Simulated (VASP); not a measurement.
# Cu (P6_3/mmc) in VASP: single point with r2SCAN

Aim: the single point of Cu with r2SCAN.

All numbers are computed with VASP 6.6.1; they aren't measurements. Logs are shortened: lines on timing, memory, paths and dates and some standing lists are left out, and cuts for length are marked.

## Step 1: The cell of the first run

The structure is hexagonal, space group P6_3/mmc (No. 194). The conventional cell has a = 2.534 Å, b = 2.534 Å, c = 4.113 Å, α = 90.00°, β = 90.00°, γ = 120.00°. Cu (site symmetry -6m2) has 12 Cu at 2.52 to 2.53 Å within 3.3 Å.

This isn't the form of Cu at room conditions, which is fcc.

## Step 2: Single point, r2SCAN

Input file POSCAR:

```
Cu
1.0
    2.5340966700      0.0000000000      0.0000000000
   -1.2670483300      2.1945920900      0.0000000000
    0.0000000000      0.0000000000      4.1125710000
Cu
2
Direct
    0.3333333300      0.6666666700      0.2500000000
    0.6666666700      0.3333333300      0.7500000000
```

Input file INCAR.step1:

```
SYSTEM = Cu
PREC = Accurate ; ENCUT = 520
ISMEAR = -1 ; SIGMA = 0.1
LREAL = .FALSE. ; LASPH = .TRUE.
NELM = 100 ; NBANDS = 18
GGA = PE ; ALGO = Normal
EDIFF = 1E-4 ; LWAVE = .TRUE.
LCHARG = .FALSE.
```

Input file INCAR.step2:

```
SYSTEM = Cu
PREC = Accurate ; ENCUT = 520
EDIFF = 1E-6 ; ISMEAR = -1
SIGMA = 0.1 ; LREAL = .FALSE.
LASPH = .TRUE. ; NELM = 100
ALGO = Normal ; ISIF = 2
LWAVE = .FALSE. ; LCHARG = .TRUE.
METAGGA = R2SCAN ; LMIXTAU = .TRUE.
LELF = .TRUE. ; LVHAR = .TRUE.
NBANDS = 18 ; ISTART = 1
```

Input file KPOINTS:

```
regular mesh
0
G
  15 15 8
  0 0 0
```

Potentials or basis: VASP PAW PBE potentials, release 64 (Cu).

The run is started by

```
$ cat potpaw_PBE.64/Cu/POTCAR > POTCAR
$ cp INCAR.step1 INCAR
$ mpirun -np 1 vasp_std > vasp.out
$ cp INCAR.step2 INCAR
$ mpirun -np 1 vasp_std > vasp.out
```

OUTCAR:

```text
SYSTEM = Cu
   PREC = Accurate
   ENCUT = 520
   EDIFF = 1E-6
   ISMEAR = -1
   LREAL = .FALSE.
   LASPH = .TRUE.
   NELM = 100
   ISIF = 2
   METAGGA = R2SCAN
   ISTART = 1

 ion  position               nearest neighbor table
   1  0.333  0.667  0.250-   2 2.52   2 2.52   2 2.52   2 2.52   2 2.52   2 2.52
   2  0.667  0.333  0.750-   1 2.52   1 2.52   1 2.52   1 2.52   1 2.52   1 2.52

  LATTYP: Found a hexagonal cell.
 ALAT       =     2.5340966700
 C/A-ratio  =     1.6228942837

  Lattice vectors:

 A1 = (   2.5340966700,   0.0000000000,   0.0000000000)
 A2 = (  -1.2670483300,   2.1945920900,   0.0000000000)
 A3 = (   0.0000000000,   0.0000000000,   4.1125710000)

Analysis of symmetry for initial positions (statically):
=====================================================================
 Subroutine PRICEL returns:
 Original cell was already a primitive cell.

 Routine SETGRP: Setting up the symmetry group for a
 hexagonal supercell.

 Subroutine GETGRP returns: Found 24 space group operations
 (whereof 12 operations were pure point group operations)
 out of a pool of 24 trial point group operations.

The static configuration has the point symmetry D_3d.
 The point group associated with its full space group is D_6h.

Analysis of symmetry for dynamics (positions and initial velocities):
=====================================================================
 Subroutine PRICEL returns:
 Original cell was already a primitive cell.

 Routine SETGRP: Setting up the symmetry group for a
 hexagonal supercell.

 Subroutine GETGRP returns: Found 24 space group operations
 (whereof 12 operations were pure point group operations)
 out of a pool of 24 trial point group operations.

The dynamic configuration has the point symmetry D_3d.
 The point group associated with its full space group is D_6h.

 Subroutine INISYM returns: Found 24 space group operations
 (whereof 12 operations are pure point group operations),
 and found     1 'primitive' translations

----------------------------------------------------------------------------------------

                                     Primitive cell

  volume of cell :      22.8713
[... 81 lines left out ...]
   ISTART =      1    job   : 0-new  1-cont  2-samecut
   ICHARG =      0    charge: 1-file 2-atom 10-const
   ISPIN  =      1    spin polarized calculation?
   LNONCOLLINEAR =      F non collinear calculations
   LSORBIT =      F    spin-orbit coupling
   LASPH  =      T    aspherical Exc in radial PAW
   ENCUT  =  520.0 eV  38.22 Ry    6.18 a.u.   4.71  4.71  7.65*2*pi/ulx,y,z
   NELM   =    100;   NELMIN=  2; NELMDL=  0     # of ELM steps
   EDIFF  = 0.1E-05   stopping-criterion for ELM
   LREAL  =      F    real-space projection
   EDIFFG = 0.1E-04   stopping-criterion for IOM
   NSW    =      0    number of steps for IOM
   IBRION =     -1    ionic relax: 0-MD 1-quasi-New 2-CG
   NFREE  =      0    steps in history (QN), initial steepest desc. (CG)
   ISIF   =      2    stress and relaxation
   ISYM   =      2    0-nonsym 1-usesym 2-fastsym
   POTIM  = 0.5000    time-step for ionic-motion
   TEBEG  =    0.0;   TEEND  =   0.0 temperature during run
   PSTRESS=    0.0 pullay stress
   NELECT =      22.0000    total number of electrons
   NUPDOWN=      -1.0000    fix difference up-down
   EMIN   =  10.00;   EMAX   =-10.00  energy-range for DOS
   EFERMI =   0.00;   METHOD = LEGACY
   ISMEAR =    -1;   SIGMA  =   0.10  broadening in eV -4-tet -1-fermi 0-gaus
   EFERMI_NEDOS =   21; number of points for ismear=-14 and -15
   IALGO  =     38    algorithm
   IMIX   =      4    mixing-type and parameters
     AMIX     =   0.40;   BMIX     =  1.00
     AMIX_MAG =   1.60;   BMIX_MAG =  1.00
  volume/ion in A,a.u.               =      11.44        77.17
  Fermi-wavevector in a.u.,A,eV,Ry     =   1.616041  3.053874 35.532800  2.611587
  Thomas-Fermi vector in A             =   2.710691
   LORBIT       =      0    0 simple, 1 ext, 2 COOP (PROOUT), +10 PAW based schemes
   METAGGA = R2SCAN    functional components
   LHFCALC =     F    Hartree Fock is set to
   AEXX    =    0.0000 exact exchange contribution
   IVDW    =     0    specifies the selected vdW correction
   LEPSILON=     F    determine dielectric tensor
   LRPA    =     F    only Hartree local field effects (RPA)
 non-spin polarized calculation
  energy-cutoff  :      520.00
  volume of cell :       22.87
 maximum number of plane-waves:       640
 NGX is ok and might be reduce to    20
   NGX =  9   NGY =  9   NGZ = 15

 number of electron      21.9999979 magnetization

 Free energy of the ion-electron system (eV)
  ---------------------------------------------------
  ext. energy  EPLUGINS =         0.00000000
  ---------------------------------------------------
  free energy    TOTEN  =       -21.64569974 eV

  energy without entropy =      -21.62682720  energy(sigma->0) =      -21.63626347

 E-fermi :   7.8788     XC(G=0): -13.9627

 val. band max:        7.8156909387   @ k =   0.1333   0.1333   0.2500
 cond. band min:       7.8840885571   @ k =   0.4667   0.0667   0.2500
 fundamental gap:      0.0683976184
 Fermi energy:         7.8788254415

 k-point     1 :       0.0000    0.0000    0.0000
  band No.  band energies     occupation
      1      -2.1256      2.00000
      2       2.3860      2.00000
      3       4.5813      2.00000
      4       4.6083      2.00000
      5       4.6084      2.00000
      6       4.8357      2.00000
[... 481 lines left out ...]
      5       4.3812      2.00000
      6       4.5328      2.00000
[... 10 lines left out ...]
     17      20.5173      0.00000
     18      24.5627      0.00000

 [... further k-points ...]

------------------------ aborting loop because EDIFF is reached ----------------------------------------

  FORCE on cell =-STRESS in cart. coord.  units (eV):
  Direction    XX          YY          ZZ          XY          YZ          ZX
  --------------------------------------------------------------------------------------
  -------------------------------------------------------------------------------------
  Total       -0.0153022     -0.0153022      0.4453578     -0.0000000      0.0000000      0.0000000
  in kB       -1.0719506     -1.0719506     31.1981800     -0.0000000      0.0000000      0.0000000
  external PRESSURE =       9.6847596 kB  Pullay stress =       0.0000000 kB

 VOLUME and BASIS-vectors are now :
 -----------------------------------------------------------------------------
  energy-cutoff  :      520.00
  volume of cell :       22.87
      direct lattice vectors                 reciprocal lattice vectors
     2.534096670  0.000000000  0.000000000     0.394617937  0.227832771  0.000000000
    -1.267048330  2.194592090  0.000000000     0.000000000  0.455665545  0.000000000
     0.000000000  0.000000000  4.112571000     0.000000000  0.000000000  0.243156896

 POSITION                                       TOTAL-FORCE (eV/Angst)
 -----------------------------------------------------------------------------------
     -0.00000      1.46306      1.02814        -0.000000     -0.000000      0.000000
      1.26705      0.73153      3.08443         0.000000      0.000000      0.000000
 -----------------------------------------------------------------------------------
    total drift:                               -0.000001      0.000000     -0.000000

  FREE ENERGIE OF THE ION-ELECTRON SYSTEM (eV)
  ---------------------------------------------------
  free  energy   TOTEN  =       -21.6456997352 eV

  energy  without entropy=      -21.6268272004  energy(sigma->0) =      -21.63626347
```

OUTCAR.step1:

```text
SYSTEM = Cu
   PREC = Accurate
   ENCUT = 520
   ISMEAR = -1
   LREAL = .FALSE.
   LASPH = .TRUE.
[... 728 lines left out ...]
     -0.00000      1.46306      1.02814        -0.000000      0.000000      0.000000
      1.26705      0.73153      3.08443         0.000000     -0.000000      0.000000
 -----------------------------------------------------------------------------------
    total drift:                               -0.000001      0.000000     -0.000000

  FREE ENERGIE OF THE ION-ELECTRON SYSTEM (eV)
  ---------------------------------------------------
  free  energy   TOTEN  =        -7.4239341255 eV

  energy  without entropy=       -7.4042548720  energy(sigma->0) =       -7.41409450
```

OSZICAR.step1:

```text
N       E                     dE             d eps       ncg     rms          rms(c)
DAV:   1     0.124136259436E+03    0.12414E+03   -0.10538E+04  5196   0.222E+03
DAV:   2    -0.276410908385E+01   -0.12690E+03   -0.12054E+03  4872   0.290E+02
DAV:   3    -0.919688828138E+01   -0.64328E+01   -0.61823E+01  5466   0.878E+01
DAV:   4    -0.926484180262E+01   -0.67954E-01   -0.67901E-01  5818   0.974E+00
DAV:   5    -0.926568829148E+01   -0.84649E-03   -0.84646E-03  5898   0.934E-01    0.109E+01
DAV:   6    -0.812062947505E+01    0.11451E+01   -0.10855E+01  5184   0.960E+01    0.530E+00
DAV:   7    -0.744981461205E+01    0.67081E+00   -0.21071E+00  5270   0.390E+01    0.808E-01
DAV:   8    -0.742781098914E+01    0.22004E-01   -0.16066E-02  5810   0.158E+00    0.468E-01
DAV:   9    -0.742390462965E+01    0.39064E-02   -0.60620E-03  5670   0.226E+00    0.294E-02
DAV:  10    -0.742393412550E+01   -0.29496E-04   -0.18121E-04  4618   0.186E-01
   1 F= -.74239341E+01 E0= -.74140945E+01  d E =-.196793E-01
```

Wall time 7.2 min (1 thread of AMD EPYC 7R13, shared host); peak memory 0.14 GiB.

Results:

| Quantity | Value |
| --- | --- |
| Free energy | -21.6457 eV |
| Pressure | 1.0 GPa |
| Band gap on the k mesh | zero (bands 11 and 12 overlap by 6.36 eV) |

Stress tensor (GPa, compression positive):
```
-0.11  0.00  0.00
 0.00 -0.11  0.00
 0.00  0.00  3.12
```

Levels at points of the mesh, in eV from the Fermi level:
```csv
k point,band 7,band 8,band 9,band 10,band 11,band 12,band 13,band 14,band 15,band 16
"(0.00, 0.00, 0.00)",-3.04,-2.76,-2.76,-1.95,-1.95,-1.16,4.15,22.25,23.06,23.06
"(0.00, 0.00, 0.50)",-3.32,-3.32,-2.19,-2.19,-2.19,-2.19,13.35,13.35,23.01,23.01
```

Caveat: the PAW data sets were made with another functional, which shifts forces and pressure a little.
